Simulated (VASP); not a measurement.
A run of VASP 6.6.1:

File INCAR:

```
SYSTEM = Sb
ALGO = Normal ; EDIFF = 1E-6
ENCUT = 520 ; GGA = PE
ISIF = 2 ; ISMEAR = -1
LASPH = .TRUE. ; LCHARG = .TRUE.
LELF = .TRUE. ; LREAL = .FALSE.
LVHAR = .TRUE. ; LWAVE = .FALSE.
NBANDS = 18 ; NELM = 100
PREC = Accurate ; SIGMA = 0.08
```

File KPOINTS:

```
k-points
0
G
  10 7 1
  0 0 0
```

File POSCAR:

```
Sb
1.0
    3.3884663829      0.0000000000      0.0000000000
    0.0000000000      4.7920151143      0.0000000000
    0.0000000000      0.0000000000     21.0827000000
Sb
4
Direct
    0.2500000000      0.2500000000      0.4099125997
    0.7500000000      0.7500000000      0.4478105265
    0.2500000000      0.2500000000      0.5521894750
    0.7500000000      0.7500000000      0.5900873984
```

Potentials or basis: VASP PAW PBE potentials, release 64 (Sb).

Command:

```sh
$ cat potpaw_PBE.64/Sb/POTCAR > POTCAR
$ mpirun -np 1 vasp_std > vasp.out
```

Hardware: 1 thread of Intel(R) Xeon(R) 6975P-C (Granite Rapids), with other jobs on the host.

Question: How long does it take, and how much memory?

Answer: It took 86 s on 1 thread of Intel(R) Xeon(R) 6975P-C (Granite Rapids) (shared host), peak memory 0.46 GiB. Counts: scf iterations 21, k points 24.
